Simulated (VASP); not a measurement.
Input of a VASP 6.6.1 run:

The input INCAR:

```
SYSTEM = MgO
PREC = Accurate ; ENCUT = 600
EDIFF = 1E-6 ; ISMEAR = 0
SIGMA = 0.01 ; LREAL = .False.
LASPH = .True. ; NELM = 120
ALGO = Normal ; ISIF = 2
LWAVE = .False. ; LCHARG = .False.
GGA = PS ; NBANDS = 16
GGA_COMPAT = .False.
```

The input KPOINTS:

```
Automatic mesh
0
Gamma
  5 5 3
  0 0 0
```

Contents of POSCAR:

```
MgO
1.0
    3.4863778600      0.0000000000      0.0000000000
   -1.7431889300      3.0192918000      0.0000000000
    0.0000000000      0.0000000000      4.1780412200
Mg O
2 2
Direct
    0.6666666707      0.3333333300      0.7499999988
    0.3333333293      0.6666666700      0.2499999988
    0.6666666707      0.3333333300      0.2499999988
    0.3333333293      0.6666666700      0.7499999988
```

Potentials or basis: VASP PAW PBE potentials, release 64 (Mg, O).

Run with:

```console
$ cat potpaw_PBE.64/Mg/POTCAR potpaw_PBE.64/O/POTCAR > POTCAR
$ mpirun -np 1 vasp_std > vasp.out
```

Question: What does it give for the pressure?

Answer: 0.6 GPa.

Question: What does it give for the band gap on the k mesh?

Answer: 3.31 eV, direct.

Stress tensor (GPa, compression positive):
```
0.48 0.00 0.00
0.00 0.48 0.00
0.00 0.00 0.77
```

Caveat: the k points lie up to 0.50 Å⁻¹ apart; the PAW data sets were made with another functional, which shifts forces and pressure a little. As with any semilocal functional, this PBEsol gap is likely too small.
